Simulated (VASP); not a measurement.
Input of a VASP 6.6.1 run:

File INCAR:

```
PREC = Accurate
ENCUT = 520
EDIFF = 1E-6
ISMEAR = 0
SIGMA = 0.05
LREAL = F
LASPH = T
NELM = 150
ALGO = Normal
ISIF = 2
LWAVE = F
LCHARG = T
ISPIN = 2
MAGMOM = 0.5 0.5
LORBIT = 11
GGA = PS
LELF = T
LVHAR = T
NBANDS = 20
```

File KPOINTS:

```
regular mesh
0
Gamma
  1 1 14
```

POSCAR

```
Rb
1.0
   12.9000000000      0.0000000000      0.0000000000
    0.0000000000      9.3000000000      0.0000000000
    0.0000000000      0.0000000000      4.7719558406
Rb
2
Direct
    0.3402168003      0.5000000000      0.0000000000
    0.6597831997      0.5000000000      0.5000000000
```

Potentials or basis: VASP PAW PBE potentials, release 64 (Rb_sv).

The run is started by

```sh
$ cat potpaw_PBE.64/Rb_sv/POTCAR > POTCAR
$ mpirun -np 1 vasp_std > vasp.out
```

(1) Predict the largest force.

(2) Predict the net moment.

Results:

(1) 0.005 eV/Å.

(2) 0.24 μB per cell.

Caveat: the PAW data sets were made with another functional, which shifts forces and pressure a little.
